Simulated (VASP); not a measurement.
# In3S2 (P6/mmm) in VASP: further runs

The runs below take In3S2 through single point, relaxation of cell and atoms, with PBE.

Everything below comes from runs of VASP 6.6.1. Logs are shortened: lines on timing, memory, paths and dates and some standing lists are left out, and cuts for length are marked.

### Step 1. The cell of the first run

It takes space group P6/mmm (No. 191, hexagonal). Conventional cell: a = 5.919 Å, b = 5.919 Å, c = 8.415 Å, α = 90.00°, β = 90.00°, γ = 120.00°. Within 2.7 Å of In (site symmetry 3m) lie 1 S at 2.08 Å. Within 2.2 Å of In (site symmetry 6mm) lie 1 S at 1.66 Å. S (site symmetry 6/mmm) has 2 In at 1.66 Å within 2.2 Å. S (site symmetry -6m2) has 2 In at 2.08 Å within 2.7 Å. S (site symmetry 6/mmm) has 2 In at 2.55 Å within 3.4 Å.

### Step 2. Single point, PBE

INCAR

```
SYSTEM = In3S2
ALGO = Normal ; EDIFF = 1E-7
ENCUT = 520 ; GGA = PE
ISIF = 2 ; ISMEAR = 0
LASPH = .True. ; LCHARG = .True.
LELF = .True. ; LREAL = .False.
LVHAR = .True. ; LWAVE = .False.
NBANDS = 62 ; NELM = 100
PREC = Accurate ; SIGMA = 0.1
```

KPOINTS

```
k-points
0
Gamma
  3 3 2
  0 0 0
```

POSCAR

```
In3S2
1.0
    5.9185669800      0.0000000000      0.0000000000
   -2.9592834900      5.1256293600      0.0000000000
    0.0000000000      0.0000000000      8.4153520500
In S
6 4
Direct
    0.3333333300      0.6666666700      0.7533262000
    0.3333333300      0.6666666700      0.2466738000
    0.6666666700      0.3333333300      0.2466738000
    0.6666666700      0.3333333300      0.7533262000
    0.0000000000      0.0000000000      0.6972891900
    0.0000000000      0.0000000000      0.3027108100
    0.0000000000      0.0000000000      0.5000000000
    0.3333333300      0.6666666700      0.0000000000
    0.6666666700      0.3333333300      0.0000000000
    0.0000000000      0.0000000000      0.0000000000
```

Potentials or basis: VASP PAW PBE potentials, release 64 (In_d, S).

The run is started by

```bash
cat potpaw_PBE.64/In_d/POTCAR potpaw_PBE.64/S/POTCAR > POTCAR
mpirun -np 1 vasp_std > vasp.out
```

OUTCAR:

```text
SYSTEM = In3S2
   EDIFF = 1E-7
   ENCUT = 520
   GGA = PE
   ISIF = 2
   ISMEAR = 0
   LASPH = .True.
   LREAL = .False.
   NELM = 100
   PREC = Accurate

 ion  position               nearest neighbor table
   1  0.333  0.667  0.753-   8 2.08   4 3.42   4 3.42   4 3.42   5 3.45   5 3.45   5 3.45
   2  0.333  0.667  0.247-   8 2.08   3 3.42   3 3.42   3 3.42   6 3.45   6 3.45   6 3.45
   3  0.667  0.333  0.247-   9 2.08   2 3.42   2 3.42   2 3.42   6 3.45   6 3.45   6 3.45
   4  0.667  0.333  0.753-   9 2.08   1 3.42   1 3.42   1 3.42   5 3.45   5 3.45   5 3.45
   5  0.000  0.000  0.697-   7 1.66  10 2.55   6 3.32   4 3.45   1 3.45   4 3.45   1 3.45   4 3.45
                             1 3.45
   6  0.000  0.000  0.303-   7 1.66  10 2.55   5 3.32   3 3.45   2 3.45   3 3.45   2 3.45   3 3.45
                             2 3.45
   7  0.000  0.000  0.500-   5 1.66   6 1.66
   8  0.333  0.667  0.000-   1 2.08   2 2.08
   9  0.667  0.333  0.000-   3 2.08   4 2.08
  10  0.000  0.000  0.000-   5 2.55   6 2.55

 -----------------------------------------------------------------------------
|                                                                             |
|           W    W    AA    RRRRR   N    N  II  N    N   GGGG   !!!           |
|           W    W   A  A   R    R  NN   N  II  NN   N  G    G  !!!           |
|           W    W  A    A  R    R  N N  N  II  N N  N  G       !!!           |
|           W WW W  AAAAAA  RRRRR   N  N N  II  N  N N  G  GGG   !            |
|           WW  WW  A    A  R   R   N   NN  II  N   NN  G    G                |
|           W    W  A    A  R    R  N    N  II  N    N   GGGG   !!!           |
|                                                                             |
|     The distance between some ions is very small. Please check the          |
|     nearest-neighbor list in the OUTCAR file.                               |
|     I HOPE YOU KNOW WHAT YOU ARE DOING!                                     |
|                                                                             |
 -----------------------------------------------------------------------------

  LATTYP: Found a hexagonal cell.
 ALAT       =     5.9185669800
 C/A-ratio  =     1.4218563511

  Lattice vectors:

 A1 = (   5.9185669800,   0.0000000000,   0.0000000000)
 A2 = (  -2.9592834900,   5.1256293600,   0.0000000000)
 A3 = (   0.0000000000,   0.0000000000,   8.4153520500)

Analysis of symmetry for initial positions (statically):
=====================================================================
 Subroutine PRICEL returns:
 Original cell was already a primitive cell.

 Routine SETGRP: Setting up the symmetry group for a
 hexagonal supercell.

 Subroutine GETGRP returns: Found 24 space group operations
 (whereof 24 operations were pure point group operations)
 out of a pool of 24 trial point group operations.

The static configuration has the point symmetry D_6h.

Analysis of symmetry for dynamics (positions and initial velocities):
=====================================================================
 Subroutine PRICEL returns:
 Original cell was already a primitive cell.

 Routine SETGRP: Setting up the symmetry group for a
 hexagonal supercell.

 Subroutine GETGRP returns: Found 24 space group operations
 (whereof 24 operations were pure point group operations)
 out of a pool of 24 trial point group operations.

The dynamic configuration has the point symmetry D_6h.

 Subroutine INISYM returns: Found 24 space group operations
 (whereof 24 operations are pure point group operations),
 and found     1 'primitive' translations

----------------------------------------------------------------------------------------

                                     Primitive cell

  volume of cell :     255.2913

  direct lattice vectors                    reciprocal lattice vectors
     5.918566980  0.000000000  0.000000000     0.168959818  0.097548996  0.000000000
    -2.959283490  5.125629360  0.000000000     0.000000000  0.195097993  0.000000000
     0.000000000  0.000000000  8.415352050     0.000000000  0.000000000  0.118830442

  length of vectors
     5.918566980  5.918566981  8.415352050     0.195097993  0.195097993  0.118830442

  position of ions in fractional coordinates (direct lattice)
     0.333333330  0.666666670  0.753326200
[... 28 lines left out ...]
 Grid dimensions read from file:
 generate k-points for:    3    3    2

 Generating k-lattice:

  Cartesian coordinates                     Fractional coordinates (reciprocal lattice)
     0.056319939  0.032516332  0.000000000     0.333333333  0.000000000  0.000000000
     0.000000000  0.065032664  0.000000000     0.000000000  0.333333333  0.000000000
     0.000000000  0.000000000  0.059415221     0.000000000  0.000000000  0.500000000

  Length of vectors
     0.065032664  0.065032664  0.059415221

  Shift w.r.t. Gamma in fractional coordinates (k-lattice)
     0.000000000  0.000000000  0.000000000

 Subroutine IBZKPT returns following result:
 ===========================================

 Found      6 irreducible k-points:

 Following reciprocal coordinates:
            Coordinates               Weight
  0.000000  0.000000  0.000000      1.000000
  0.333333  0.000000  0.000000      6.000000
  0.333333  0.333333  0.000000      2.000000
  0.000000  0.000000  0.500000      1.000000
  0.333333  0.000000  0.500000      6.000000
  0.333333  0.333333  0.500000      2.000000
   k-points           NKPTS =      6   k-points in BZ     NKDIM =      6   number of bands    NBANDS=     62
   number of dos      NEDOS =    301   number of ions     NIONS =     10
   total plane-waves  NPLWV = 147456
   dimension x,y,z NGX =    48 NGY =   48 NGZ =   64
   dimension x,y,z NGXF=    96 NGYF=   96 NGZF=  128
   ions per type =               6   4
   NGX,Y,Z   is equivalent  to a cutoff of  13.48, 13.48, 12.64 a.u.
   NGXF,Y,Z  is equivalent  to a cutoff of  26.97, 26.97, 25.29 a.u.
 SYSTEM =  In3S2
   PREC   = accura    normal or accurate (medium, high low for compatibility)
   ISTART =      0    job   : 0-new  1-cont  2-samecut
   ICHARG =      2    charge: 1-file 2-atom 10-const
   ISPIN  =      1    spin polarized calculation?
   LNONCOLLINEAR =      F non collinear calculations
   LSORBIT =      F    spin-orbit coupling
   LASPH  =      T    aspherical Exc in radial PAW
   ENCUT  =  520.0 eV  38.22 Ry    6.18 a.u.  11.00 11.00 15.65*2*pi/ulx,y,z
   NELM   =    100;   NELMIN=  2; NELMDL= -5     # of ELM steps
   EDIFF  = 0.1E-06   stopping-criterion for ELM
   LREAL  =      F    real-space projection
   EDIFFG = 0.1E-05   stopping-criterion for IOM
   NSW    =      0    number of steps for IOM
   IBRION =     -1    ionic relax: 0-MD 1-quasi-New 2-CG
   NFREE  =      0    steps in history (QN), initial steepest desc. (CG)
   ISIF   =      2    stress and relaxation
   ISYM   =      2    0-nonsym 1-usesym 2-fastsym
   POTIM  = 0.5000    time-step for ionic-motion
   TEBEG  =    0.0;   TEEND  =   0.0 temperature during run
   PSTRESS=    0.0 pullay stress
   NELECT =     102.0000    total number of electrons
   NUPDOWN=      -1.0000    fix difference up-down
   EMIN   =  10.00;   EMAX   =-10.00  energy-range for DOS
   EFERMI =   0.00;   METHOD = LEGACY
   ISMEAR =     0;   SIGMA  =   0.10  broadening in eV -4-tet -1-fermi 0-gaus
   EFERMI_NEDOS =   21; number of points for ismear=-14 and -15
   IALGO  =     38    algorithm
   IMIX   =      4    mixing-type and parameters
     AMIX     =   0.40;   BMIX     =  1.00
     AMIX_MAG =   1.60;   BMIX_MAG =  1.00
  volume/ion in A,a.u.               =      25.53       172.28
  Fermi-wavevector in a.u.,A,eV,Ry     =   1.205766  2.278566 19.781110  1.453871
  Thomas-Fermi vector in A             =   2.341452
   LORBIT       =      0    0 simple, 1 ext, 2 COOP (PROOUT), +10 PAW based schemes
   GGA     = PE    functional components
   LHFCALC =     F    Hartree Fock is set to
   AEXX    =    0.0000 exact exchange contribution
   IVDW    =     0    specifies the selected vdW correction
   LEPSILON=     F    determine dielectric tensor
   LRPA    =     F    only Hartree local field effects (RPA)
 non-spin polarized calculation
 Gauss-broadening in eV      SIGMA  =   0.10
  energy-cutoff  :      520.00
  volume of cell :      255.29
 maximum number of plane-waves:      6939
 NGX is ok and might be reduce to    48
   NGX = 21   NGY = 21   NGZ = 31

 number of electron     102.0000019 magnetization

 Free energy of the ion-electron system (eV)
  ---------------------------------------------------
  ext. energy  EPLUGINS =         0.00000000
  ---------------------------------------------------
  free energy    TOTEN  =        -7.43178473 eV

  energy without entropy =       -7.40751663  energy(sigma->0) =       -7.41965068

 E-fermi :   5.3879     XC(G=0):  -9.4253

 val. band max:        5.2963919793   @ k =   0.3333   0.0000   0.0000
 cond. band min:       5.4534158312   @ k =   0.0000   0.0000   0.5000
 fundamental gap:      0.1570238519
 Fermi energy:         5.3879299417

 k-point     1 :       0.0000    0.0000    0.0000
  band No.  band energies     occupation
      1     -15.4144      2.00000
      2     -13.3820      2.00000
      3     -11.6951      2.00000
      4     -11.6951      2.00000
      5     -11.4272      2.00000
      6     -11.4272      2.00000
[... 379 lines left out ...]
     61      11.4109      0.00000
     62      11.4463      0.00000

------------------------ aborting loop because EDIFF is reached ----------------------------------------

  FORCE on cell =-STRESS in cart. coord.  units (eV):
  Direction    XX          YY          ZZ          XY          YZ          ZX
  --------------------------------------------------------------------------------------
  -------------------------------------------------------------------------------------
  Total        5.2791344      5.2791344    180.4978424      0.0000000      0.0000000      0.0000000
  in kB       33.1312063     33.1312063   1132.7825304      0.0000000      0.0000000      0.0000000
  external PRESSURE =     399.6816477 kB  Pullay stress =       0.0000000 kB

 VOLUME and BASIS-vectors are now :
 -----------------------------------------------------------------------------
  energy-cutoff  :      520.00
  volume of cell :      255.29
      direct lattice vectors                 reciprocal lattice vectors
     5.918566980  0.000000000  0.000000000     0.168959818  0.097548996  0.000000000
    -2.959283490  5.125629360  0.000000000     0.000000000  0.195097993  0.000000000
     0.000000000  0.000000000  8.415352050     0.000000000  0.000000000  0.118830442

 POSITION                                       TOTAL-FORCE (eV/Angst)
 -----------------------------------------------------------------------------------
     -0.00000      3.41709      6.33951         0.000000     -0.000000     -6.350259
     -0.00000      3.41709      2.07585         0.000000     -0.000000      6.350259
      2.95928      1.70854      2.07585        -0.000000      0.000000      6.350259
      2.95928      1.70854      6.33951        -0.000000      0.000000     -6.350259
      0.00000      0.00000      5.86793        -0.000000     -0.000000     39.581716
      0.00000      0.00000      2.54742        -0.000000     -0.000000    -39.581716
      0.00000      0.00000      4.20768        -0.000000     -0.000000     -0.000000
     -0.00000      3.41709      0.00000         0.000000     -0.000000     -0.000000
      2.95928      1.70854      0.00000         0.000000      0.000000      0.000000
      0.00000      0.00000      0.00000        -0.000000     -0.000000     -0.000000
 -----------------------------------------------------------------------------------
    total drift:                               -0.000000      0.000000      0.000000

  FREE ENERGIE OF THE ION-ELECTRON SYSTEM (eV)
  ---------------------------------------------------
  free  energy   TOTEN  =        -7.4317847314 eV

  energy  without entropy=       -7.4075166251  energy(sigma->0) =       -7.41965068
```

Run time: 79 s. Hardware: 1 thread of Intel Xeon Platinum 8559C (Emerald Rapids), shared host; peak memory 0.4 GiB.

Results:

| Property | Result |
| --- | --- |
| Free energy | -7.4318 eV |
| Pressure | 40.0 GPa |
| Largest force | 39.582 eV/Å |
| Band gap on the k mesh | zero (band 51 reaches 5.71 eV, above the bottom of band 52 at 5.30 eV) |

Forces on the atoms (eV/Å):
```
In    0.000   0.000  -6.350
In    0.000   0.000   6.350
In    0.000   0.000   6.350
In    0.000   0.000  -6.350
In    0.000   0.000  39.582
In    0.000   0.000 -39.582
S     0.000   0.000   0.000
S     0.000   0.000   0.000
S     0.000   0.000   0.000
S     0.000   0.000   0.000
```

Levels at points of the mesh, in eV from the Fermi level:
```csv
k point,band 47,band 48,band 49,band 50,band 51,band 52,band 53,band 54,band 55,band 56
"(0.00, 0.00, 0.00)",-0.70,-0.32,-0.11,-0.11,0.32,0.32,0.46,0.46,1.48,1.48
"(0.00, 0.00, 0.50)",-0.23,0.07,0.07,0.29,0.29,0.36,1.01,1.01,1.73,1.73
```

Caveat: the k points lie up to 0.41 Å⁻¹ apart; spin-orbit coupling is left out, which moves the levels of the heavy elements; forces of over 1 eV/Å act on the atoms, so gaps and moduli don't describe the material at rest.

### Step 3. Single point, PBE

This run uses another cell than the first one, of 27.67 Å³/atom, 1.084 times its volume.

INCAR

```
SYSTEM = In3S2
ALGO     = Normal         ! electronic algorithm
EDIFF    = 1E-6           ! SCF threshold, eV
ENCUT    = 520            ! plane-wave cutoff, eV
GGA      = PE             ! functional
ISIF     = 2              ! what is computed and relaxed
ISMEAR   = 0              ! smearing method
LASPH    = .TRUE.         ! aspherical terms in the spheres
LCHARG   = .FALSE.        ! write CHGCAR
LREAL    = .FALSE.        ! projectors in reciprocal space
LWAVE    = .FALSE.        ! write WAVECAR
NBANDS   = 62             ! bands
NELM     = 60             ! most SCF steps
PREC     = Accurate       ! precision mode
SIGMA    = 0.1            ! smearing width, eV
```

KPOINTS

```
k-points
0
G
  3 3 2
  0 0 0
```

POSCAR

```
In3S2
1.0
    5.4308455280      0.0000000000      0.0000000000
   -2.7154227640      4.7032501913      0.0000000000
    0.0000000000      0.0000000000     10.8319940870
In S
6 4
Direct
    0.3333333333      0.6666666667      0.7562312297
    0.3333333333      0.6666666667      0.2437687703
    0.6666666667      0.3333333333      0.2437687703
    0.6666666667      0.3333333333      0.7562312297
    0.0000000000      0.0000000000      0.7326426594
    0.0000000000      0.0000000000      0.2673573406
    0.0000000000      0.0000000000      0.5000000000
    0.3333333333      0.6666666667      0.0000000000
    0.6666666667      0.3333333333      0.0000000000
    0.0000000000      0.0000000000      0.0000000000
```

Potentials or basis: VASP PAW PBE potentials, release 64 (In_d, S).

The run is started by

```bash
cat potpaw_PBE.64/In_d/POTCAR potpaw_PBE.64/S/POTCAR > POTCAR
mpirun -np 1 vasp_std > vasp.out
```

Run time: 73 s. Hardware: 1 thread of Intel Xeon Platinum 8559C (Emerald Rapids), shared host; peak memory 0.38 GiB.

The run converged. Its results:

```yaml
Free_energy: -29.9965 eV
Pressure: 0.1 GPa
Largest_force: 0.008 eV/Å
Band_gap_on_the_k_mesh: zero (band 51 reaches 5.15 eV, above the bottom of band 52 at 4.21 eV)
```

Forces in eV/Å, atoms in the order of the input:
```
In   0.000  0.000 -0.008
In   0.000  0.000  0.008
In   0.000  0.000  0.008
In   0.000  0.000 -0.008
In   0.000  0.000  0.006
In   0.000  0.000 -0.006
S    0.000  0.000  0.000
S    0.000  0.000  0.000
S    0.000  0.000  0.000
S    0.000  0.000  0.000
```

Stress tensor (GPa, compression positive):
```
0.02 0.00 0.00
0.00 0.02 0.00
0.00 0.00 0.19
```

Levels at points of the mesh, in eV from the Fermi level:
```csv
k point,band 46,band 47,band 48,band 49,band 50,band 51,band 52,band 53
"(0.00, 0.00, 0.00)",-1.18,-0.80,-0.64,0.21,0.21,0.23,0.23,0.66
"(0.00, 0.00, 0.50)",-1.27,-0.74,0.14,0.17,0.17,0.60,0.65,0.65
```

Caveat: the k points lie up to 0.45 Å⁻¹ apart; spin-orbit coupling is left out, which moves the levels of the heavy elements.

### Step 4. Single point, PBE

This run uses another cell than the first one, of 27.64 Å³/atom, 1.083 times its volume.

INCAR

```
ALGO = Normal
EDIFF = 1E-6
ENCUT = 520
GGA = PE
ISIF = 2
ISMEAR = 0
LASPH = T
LCHARG = T
LELF = T
LREAL = F
LVHAR = T
LWAVE = F
NBANDS = 62
NELM = 100
PREC = Accurate
SIGMA = 0.1
```

KPOINTS

```
k-points
0
Gamma
  6 6 2
```

POSCAR

```
In3S2
1.0
    5.4559542141      0.0000000000      0.0000000000
   -2.7279771070      4.7249949513      0.0000000000
    0.0000000000      0.0000000000     10.7208292525
In S
6 4
Direct
    0.3333333333      0.6666666667      0.7595692144
    0.3333333333      0.6666666667      0.2404307856
    0.6666666667      0.3333333333      0.2404307856
    0.6666666667      0.3333333333      0.7595692144
    0.0000000000      0.0000000000      0.7346215933
    0.0000000000      0.0000000000      0.2653784067
    0.0000000000      0.0000000000      0.5000000000
    0.3333333333      0.6666666667      0.0000000000
    0.6666666667      0.3333333333      0.0000000000
    0.0000000000      0.0000000000      0.0000000000
```

The run is started by

```bash
cat potpaw_PBE.64/In_d/POTCAR potpaw_PBE.64/S/POTCAR > POTCAR
mpirun -np 1 vasp_std > vasp.out
```

Wall time 2.8 min (1 thread of AMD EPYC 9R45 (Zen 5), shared host); peak memory 0.42 GiB.

Results (log left out):

| Quantity | Value |
| --- | --- |
| Free energy | -29.8240 eV |
| Pressure | 0.0 GPa |
| Largest force | 0.017 eV/Å |
| Band gap on the k mesh | zero (band 51 reaches 5.19 eV, above the bottom of band 52 at 4.16 eV) |

Forces in eV/Å, atoms in the order of the input:
```
In   0.000  0.000  0.017
In   0.000  0.000 -0.017
In   0.000  0.000 -0.017
In   0.000  0.000  0.017
In   0.000  0.000 -0.016
In   0.000  0.000  0.016
S    0.000  0.000  0.000
S    0.000  0.000  0.000
S    0.000  0.000  0.000
S    0.000  0.000  0.000
```

Stress tensor (GPa, compression positive):
```
 0.16  0.00  0.00
 0.00  0.16  0.00
 0.00  0.00 -0.37
```

Levels at points of the mesh, in eV from the Fermi level:
```
           k point  band 48  band 49  band 50  band 51  band 52  band 53  band 54  band 55
(0.00, 0.00, 0.00)    -0.79     0.08     0.08     0.09     0.09     0.68     0.70     0.70
(0.50, 0.00, 0.00)    -1.22    -1.21    -0.26    -0.14    -0.02     0.06     0.95     2.64
(0.00, 0.00, 0.50)     0.04     0.04     0.06     0.56     0.57     0.57     0.65     0.76
(0.50, 0.00, 0.50)    -0.80    -0.69    -0.52    -0.24    -0.14    -0.05     0.06     2.42
```

Caveat: spin-orbit coupling is left out, which moves the levels of the heavy elements.

(Continued in part 2 of 2.)
